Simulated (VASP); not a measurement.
# TiSi2 (P1) in VASP: a series of runs

TiSi2 is run at these levels: PBEsol; tasks: single point.

Program: VASP 6.6.1. These are calculated values, not measurements. Logs are shortened: lines on timing, memory, paths and dates and some standing lists are left out, and cuts for length are marked.

## (1) The cell of the first run

The typed cell holds 24 atoms: a = 4.795 Å, b = 8.262 Å, c = 8.554 Å, α = 90.00°, β = 90.00°, γ = 90.00°.

## (2) Single point, PBEsol

INCAR reads:

```
PREC     = Accurate       # precision mode
ENCUT    = 520            # plane-wave cutoff, eV
EDIFF    = 1E-6           # SCF threshold, eV
ISMEAR   = -1             # smearing method
SIGMA    = 0.17           # smearing width, eV
LREAL    = Auto         
LASPH    = T              # aspherical terms in the spheres
NELM     = 100            # most SCF steps
ALGO     = Normal         # electronic algorithm
ISIF     = 2              # what is computed and relaxed
LWAVE    = F              # write WAVECAR
LCHARG   = F              # write CHGCAR
GGA      = PS             # functional
NBANDS   = 98             # bands
```

KPOINTS reads:

```
regular mesh
0
Gamma
  3 2 2
```

POSCAR reads:

```
TiSi2
1.0
    4.7949460000      0.0000000000      0.0000000000
    0.0000000000      8.2624690000      0.0000000000
    0.0000000000      0.0000000000      8.5542010000
Ti Si
8 16
Direct
    0.5209026337      0.4960018609      0.5426456545
    0.8082259946      0.7316215044      0.7612750741
    0.0308449772      0.0063419300      0.5167402543
    0.2994819963      0.2295681836      0.7707207254
    0.0553708008      0.5138294619      0.0203759533
    0.3189191286      0.7652313128      0.2670266925
    0.5214448713     -0.0022995548      0.0026770472
    0.7984031520      0.2464517567      0.2701128954
    0.4893277213      0.7969530657      0.5151620823
    0.5509968204      0.1331442212      0.5281732332
    0.3102850376      0.0818641498      0.2642210535
    0.2725161034      0.4168487652      0.2996773164
    0.0380817636      0.3134777268      0.5407050875
   -0.0224820050      0.6473246677      0.5363212765
    0.8357549803      0.5933698511      0.2564354052
    0.7855980026      0.9285965248      0.2751045948
    0.0425447961      0.8352346012      0.0336793582
    0.0143901516      0.1581730594      0.0292838571
    0.7932518948      0.0329562507      0.7673188881
    0.8190707466      0.4144402841      0.7707090352
    0.5026125425      0.3633054478      0.0234270857
    0.5545839307      0.6732491220      0.0357718973
    0.3661146549      0.5747555604      0.7903134378
    0.3107855646      0.8965237873      0.7614036659
```

Potentials or basis: VASP PAW PBE potentials, release 64 (Ti_sv, Si).

Run with:

```console
cat potpaw_PBE.64/Ti_sv/POTCAR potpaw_PBE.64/Si/POTCAR > POTCAR
mpirun -np 1 vasp_std > vasp.out
```

OUTCAR:

```text
PREC = Accurate
   ENCUT = 520
   EDIFF = 1E-6
   ISMEAR = -1
   LREAL = Auto
   LASPH = T
   NELM = 100
   ISIF = 2
   GGA = PS

 ion  position               nearest neighbor table
   1  0.521  0.496  0.543-  23 2.34  12 2.48   9 2.50  20 2.51  14 2.52  13 2.76  14 2.89  13 2.90
                            15 2.99  10 3.00
   2  0.808  0.732  0.761-  14 2.20  19 2.49  23 2.50  20 2.62   9 2.66  22 2.69  17 2.72  24 2.75
                            24 2.77  23 2.98
   3  0.031  0.006  0.517-  19 2.44  16 2.46  10 2.53  13 2.55  11 2.62  24 2.65  10 2.71   9 2.80
                            14 2.98
   4  0.299  0.230  0.771-  13 2.43  10 2.53  21 2.62  18 2.67  24 2.75  20 2.76  19 2.87  23 2.87
                            19 2.92  20 2.92
   5  0.055  0.514  0.020-  15 2.37  21 2.48  23 2.52  20 2.55  17 2.66  12 2.73  22 2.74  22 2.74
                            21 2.93  18 2.95
   6  0.319  0.765  0.267-   9 2.29  22 2.40  17 2.46  16 2.61  11 2.62  15 2.72  15 2.86  16 2.89
                            12 2.90  14 2.99
   7  0.521  0.998  0.003-  19 2.42  24 2.45  11 2.55  17 2.67  22 2.70  16 2.71  18 2.72  18 2.78
                            17 2.85  21 3.03
   8  0.798  0.246  0.270-  18 2.42  16 2.63  13 2.64  10 2.68  12 2.69  11 2.71  21 2.72  11 2.81
                            15 2.87  12 2.90
   9  0.489  0.797  0.515-   6 2.29  24 2.42   1 2.50  14 2.65   2 2.66  16 2.72  14 2.75  10 2.80
                             3 2.80  23 3.04
  10  0.551  0.133  0.528-  19 2.49   4 2.53   3 2.53  11 2.57   8 2.68   3 2.71  13 2.77   9 2.80
                            13 2.88  16 2.97   1 3.00  24 3.02
  11  0.310  0.082  0.264-  18 2.54   7 2.55  10 2.57  16 2.61   6 2.62   3 2.62   8 2.71  12 2.79
                             8 2.81  16 2.82  17 3.11
  12  0.273  0.417  0.300-   1 2.48  13 2.50  15 2.58  21 2.65   8 2.69   5 2.73  11 2.79   8 2.90
                             6 2.90  15 3.09  14 3.12
  13  0.038  0.313  0.541-  20 2.38   4 2.43  12 2.50   3 2.55   8 2.64   1 2.76  10 2.77  14 2.77
                            10 2.88   1 2.90
  14  0.978  0.647  0.536-   2 2.20   1 2.52  15 2.53   9 2.65   9 2.75  13 2.77  20 2.88   1 2.89
                            23 2.92   3 2.98   6 2.99  12 3.12
  15  0.836  0.593  0.256-   5 2.37  22 2.41  14 2.53  12 2.58   6 2.72  16 2.78   6 2.86   8 2.87
                            17 2.93   1 2.99  12 3.09
  16  0.786  0.929  0.275-   3 2.46  17 2.53  11 2.61   6 2.61   8 2.63   7 2.71   9 2.72  15 2.78
                            11 2.82   6 2.89  10 2.97  18 3.04  22 3.14
  17  0.043  0.835  0.034-   6 2.46  16 2.53   5 2.66  18 2.67   7 2.67  22 2.70  24 2.71   2 2.72
                            22 2.80   7 2.85  15 2.93  19 3.05  11 3.11
  18  0.014  0.158  0.029-   8 2.42  11 2.54   4 2.67  17 2.67  19 2.69   7 2.72   7 2.78  21 2.89
                             5 2.95  21 2.98  16 3.04
  19  0.793  0.033  0.767-   7 2.42   3 2.44   2 2.49  10 2.49  24 2.57  18 2.69  24 2.73   4 2.87
                             4 2.92  17 3.05
  20  0.819  0.414  0.771-  13 2.38   1 2.51  23 2.55   5 2.55   2 2.62  21 2.67   4 2.76  14 2.88
                             4 2.92  23 2.94
  21  0.503  0.363  0.023-   5 2.48  22 2.58   4 2.62  12 2.65  20 2.67   8 2.72  23 2.73  18 2.89
[... 190 lines left out ...]
   IMIX   =      4    mixing-type and parameters
     AMIX     =   0.40;   BMIX     =  1.00
     AMIX_MAG =   1.60;   BMIX_MAG =  1.00
  volume/ion in A,a.u.               =      14.12        95.29
  Fermi-wavevector in a.u.,A,eV,Ry     =   1.274746  2.408922 22.109176  1.624979
  Thomas-Fermi vector in A             =   2.407497
   LORBIT       =      0    0 simple, 1 ext, 2 COOP (PROOUT), +10 PAW based schemes
   GGA     = PS    functional components
   LHFCALC =     F    Hartree Fock is set to
   AEXX    =    0.0000 exact exchange contribution
   IVDW    =     0    specifies the selected vdW correction
   LEPSILON=     F    determine dielectric tensor
   LRPA    =     F    only Hartree local field effects (RPA)
 non-spin polarized calculation
  energy-cutoff  :      520.00
  volume of cell :      338.90
 maximum number of plane-waves:      9150
 NGX is ok and might be reduce to    36
   NGX = 17   NGY = 31   NGZ = 31

 number of electron     160.0000008 magnetization

 Free energy of the ion-electron system (eV)
  ---------------------------------------------------
  ext. energy  EPLUGINS =         0.00000000
  ---------------------------------------------------
  free energy    TOTEN  =      -170.19883382 eV

  energy without entropy =     -169.23480724  energy(sigma->0) =     -169.71682053

 E-fermi :   9.9928     XC(G=0): -11.7539

 val. band max:        9.9738943503   @ k =   0.3333   0.5000   0.0000
 cond. band min:      10.0248443395   @ k =   0.3333   0.5000   0.5000
 fundamental gap:      0.0509499892
 Fermi energy:         9.9927673740

 k-point     1 :       0.0000    0.0000    0.0000
  band No.  band energies     occupation
      1     -46.1171      2.00000
      2     -46.0731      2.00000
      3     -46.0648      2.00000
      4     -45.9726      2.00000
      5     -45.9592      2.00000
      6     -45.9495      2.00000
[... 749 lines left out ...]
     91      11.9435      0.00002
     92      12.0734      0.00001
 [bands above 92 left out]

------------------------ aborting loop because EDIFF is reached ----------------------------------------

  FORCE on cell =-STRESS in cart. coord.  units (eV):
  Direction    XX          YY          ZZ          XY          YZ          ZX
  --------------------------------------------------------------------------------------
  -------------------------------------------------------------------------------------
  Total        3.4124506      2.8731830      8.1923037     -1.9437512      7.5050892     -3.4562871
  in kB       16.1325841     13.5831614     38.7296533     -9.1892114     35.4808018    -16.3398243
  external PRESSURE =      22.8151329 kB  Pullay stress =       0.0000000 kB

 VOLUME and BASIS-vectors are now :
 -----------------------------------------------------------------------------
  energy-cutoff  :      520.00
  volume of cell :      338.90
      direct lattice vectors                 reciprocal lattice vectors
     4.794946000  0.000000000  0.000000000     0.208552922  0.000000000  0.000000000
     0.000000000  8.262469000  0.000000000     0.000000000  0.121029198  0.000000000
     0.000000000  0.000000000  8.554201000     0.000000000  0.000000000  0.116901625

 POSITION                                       TOTAL-FORCE (eV/Angst)
 -----------------------------------------------------------------------------------
      2.49770      4.09820      4.64190         1.071357     -1.686060     -2.426095
      3.87540      6.04500      6.51210        -1.044184      1.319208      3.357914
      0.14790      0.05240      4.42030         1.525086     -1.685119      0.134345
      1.43600      1.89680      6.59290        -0.055895      0.556461      0.754847
      0.26550      4.24550      0.17430        -0.507048     -1.272549     -0.124147
      1.52920      6.32270      2.28420        -2.256072     -1.524459     -0.207758
[... 16 lines left out ...]
      1.75550      4.74890      6.76050        -2.348169      0.015191      0.616073
      1.49020      7.40750      6.51320        -0.978200      0.091191     -0.113576
 -----------------------------------------------------------------------------------
    total drift:                                0.016168      0.051695     -0.008815

  FREE ENERGIE OF THE ION-ELECTRON SYSTEM (eV)
  ---------------------------------------------------
  free  energy   TOTEN  =      -170.1988338207 eV

  energy  without entropy=     -169.2348072429  energy(sigma->0) =     -169.71682053
```

stdout:

```text
POSCAR found type information on POSCAR TiSi
 POSCAR found :  2 types and      24 ions
 scaLAPACK will be used
 -----------------------------------------------------------------------------
|                                                                             |
|                                                                             |
|     You enforced a specific xc type in the INCAR file but a different       |
|     I HOPE YOU KNOW WHAT YOU ARE DOING!                                     |
|                                                                             |
 -----------------------------------------------------------------------------

 LDA part: xc-table for (Slater+PW92), standard interpolation
 POSCAR, INCAR and KPOINTS ok, starting setup
 FFT: planning ... GRIDC
 FFT: planning ... GRID_SOFT
 FFT: planning ... GRID
 WAVECAR not read
 entering main loop
```

It took 4.5 min on 1 thread of AMD EPYC 9R45 (Zen 5), shared host; peak memory 0.42 GiB.

Results:

```
Free energy            : -170.1988 eV
Pressure               : 2.3 GPa
Largest force          : 4.482 eV/Å
Band gap on the k mesh : zero (bands 80 and 81 overlap by 0.91 eV)
```

Forces in eV/Å, atoms in the order of the input:
```
Ti   1.071 -1.686 -2.426
Ti  -1.044  1.319  3.358
Ti   1.525 -1.685  0.134
Ti  -0.056  0.556  0.755
Ti  -0.507 -1.273 -0.124
Ti  -2.256 -1.524 -0.208
Ti   0.900  0.390  2.012
Ti  -0.788  0.781  0.996
Si   1.234  1.553  1.725
Si  -0.370  1.003 -0.634
Si  -0.615  0.943  0.409
Si   0.424 -0.301 -1.292
Si  -0.358  0.633 -1.088
Si   2.803 -0.376 -3.477
Si  -1.301  0.144  2.250
Si  -0.033 -0.681 -0.561
Si  -0.221  0.205 -1.229
Si   0.636  0.183 -1.215
Si   0.473  1.960  0.190
Si  -0.038 -0.715  0.805
Si   1.435 -1.419  0.327
Si   0.413 -0.116 -1.210
Si  -2.348  0.015  0.616
Si  -0.978  0.091 -0.114
```

Levels at points of the mesh, in eV from the Fermi level:
| k point | band 76 | band 77 | band 78 | band 79 | band 80 | band 81 | band 82 | band 83 | band 84 | band 85 |
| --- | --- | --- | --- | --- | --- | --- | --- | --- | --- | --- |
| (0.00, 0.00, 0.00) | -0.87 | -0.81 | -0.73 | -0.69 | -0.65 | -0.42 | 0.65 | 0.76 | 0.81 | 1.01 |
| (0.00, 0.50, 0.00) | -0.96 | -0.89 | -0.86 | -0.71 | -0.49 | -0.37 | -0.22 | 0.57 | 0.73 | 0.85 |
| (0.00, 0.00, 0.50) | -0.87 | -0.83 | -0.78 | -0.73 | -0.65 | -0.59 | -0.48 | 0.71 | 0.84 | 0.91 |
| (0.00, 0.50, 0.50) | -1.01 | -0.78 | -0.68 | -0.59 | -0.44 | -0.35 | -0.32 | -0.13 | 0.04 | 0.60 |

Caveat: the k points lie up to 0.44 Å⁻¹ apart, too coarse for converged energies and pressures of a metal; the atoms stand as in a frame of molecular dynamics; the PAW data sets were made with another functional, which shifts forces and pressure a little.

## (3) Single point, PBEsol

This run uses another cell than the first one, of 14.16 Å³/atom.

INCAR reads:

```
SYSTEM = TiSi2
PREC = Accurate
ENCUT = 520
EDIFF = 1E-7
ISMEAR = -1
SIGMA = 0.17
LREAL = Auto
LASPH = .TRUE.
NELM = 60
ALGO = Normal
ISIF = 2
LWAVE = .FALSE.
LCHARG = .FALSE.
GGA = PS
NBANDS = 98
```

KPOINTS reads:

```
Automatic mesh
0
G
  3 2 2
  0 0 0
```

POSCAR reads:

```
TiSi2
1.0
    4.7993120000      0.0000000000      0.0000000000
    0.0000000000      8.2699940000      0.0000000000
    0.0000000000      0.0000000000      8.5619920000
Ti Si
8 16
Direct
    0.5749365742      0.4983195877      0.4990427461
    0.8112829506      0.7474854274      0.7562959648
    0.0373178489      0.0117170581      0.5060854997
    0.2884371760      0.2476785352      0.7585734722
    0.0421935477      0.4825033730      0.0218173528
    0.3044186333      0.7340875943      0.2613176934
    0.5334514614      0.0090689304      0.0243868483
    0.7988019950      0.2710521918      0.2708832244
    0.5091771487      0.8111493189      0.5214440752
    0.5802706721      0.1809553913      0.5271203243
    0.3381943079      0.1072794007      0.2707430701
    0.3268801862      0.3950667921      0.2745505952
    0.0727187564      0.3589240814      0.5251698437
    0.0591751484      0.6541721796      0.4936818441
    0.8115538227      0.5935070811      0.2659077467
    0.7836539904      0.8988761056      0.2930976810
    0.0273997606      0.8492630103      0.0388227412
   -0.0014377061      0.1670859737      0.0312193704
    0.7663390086      0.1055744418      0.7785571395
    0.7754653167      0.3931804545      0.7391037039
    0.5137611391      0.3274488470      0.0103013411
    0.5423485700      0.6765542998      0.0278790263
    0.2944380361      0.5419109131      0.7471158581
    0.3011056585      0.9071227863      0.7559222200
```

Potentials or basis: VASP PAW PBE potentials, release 64 (Ti_sv, Si).

Run with:

```console
cat potpaw_PBE.64/Ti_sv/POTCAR potpaw_PBE.64/Si/POTCAR > POTCAR
mpirun -np 1 vasp_std > vasp.out
```

It took 5 min on 1 thread of AMD EPYC 9R45 (Zen 5), shared host; peak memory 0.42 GiB.

It converged, with:

```yaml
Free_energy: -170.7796 eV
Pressure: 1.8 GPa
Largest_force: 2.678 eV/Å
Band_gap_on_the_k_mesh: zero (bands 80 and 81 overlap by 0.82 eV)
```

Forces in eV/Å, atoms in the order of the input:
```
Ti  -1.082  0.352  1.408
Ti  -0.457 -0.304  0.779
Ti   1.239 -0.284  2.030
Ti  -0.545 -1.525  1.102
Ti   0.019  1.307 -0.836
Ti  -0.056  1.446  0.641
Ti   0.008 -1.444 -0.721
Ti   0.697 -1.079  0.006
Si   0.928  0.914 -0.150
Si  -0.794 -0.809 -0.906
Si  -1.228 -1.298  0.442
Si  -1.453  1.467 -1.090
Si  -0.163 -0.969 -1.471
Si  -0.480  0.735  1.817
Si  -0.194 -0.365 -1.410
Si  -0.415  0.620 -1.657
Si   0.120 -0.035 -1.238
Si   1.572 -0.881 -1.017
Si   1.048 -1.702 -0.324
Si   0.526  1.211  2.330
Si   0.750  0.618  0.198
Si   0.577 -0.722 -2.035
Si  -0.258  2.295  1.094
Si  -0.358  0.452  1.007
```

Stress tensor (GPa, compression positive):
```
 0.96 -0.24 -0.74
-0.24  2.44  1.01
-0.74  1.01  2.10
```

Levels at points of the mesh, in eV from the Fermi level:
```
           k point  band 77  band 78  band 79  band 80  band 81  band 82  band 83  band 84  band 85  band 86
(0.00, 0.00, 0.00)    -0.79    -0.72    -0.65    -0.50    -0.39     0.47     0.73     0.78     0.90     1.21
(0.00, 0.50, 0.00)    -0.87    -0.80    -0.48    -0.36    -0.34    -0.12     0.48     0.65     0.77     0.81
(0.00, 0.00, 0.50)    -0.80    -0.78    -0.72    -0.57    -0.53    -0.40     0.83     0.89     0.95     1.03
(0.00, 0.50, 0.50)    -0.71    -0.64    -0.53    -0.50    -0.35    -0.27    -0.16    -0.08     0.82     0.90
```

Caveat: the k points lie up to 0.44 Å⁻¹ apart, too coarse for converged energies and pressures of a metal; the atoms stand as in a frame of molecular dynamics; the PAW data sets were made with another functional, which shifts forces and pressure a little.

(Continued in part 2 of 2.)
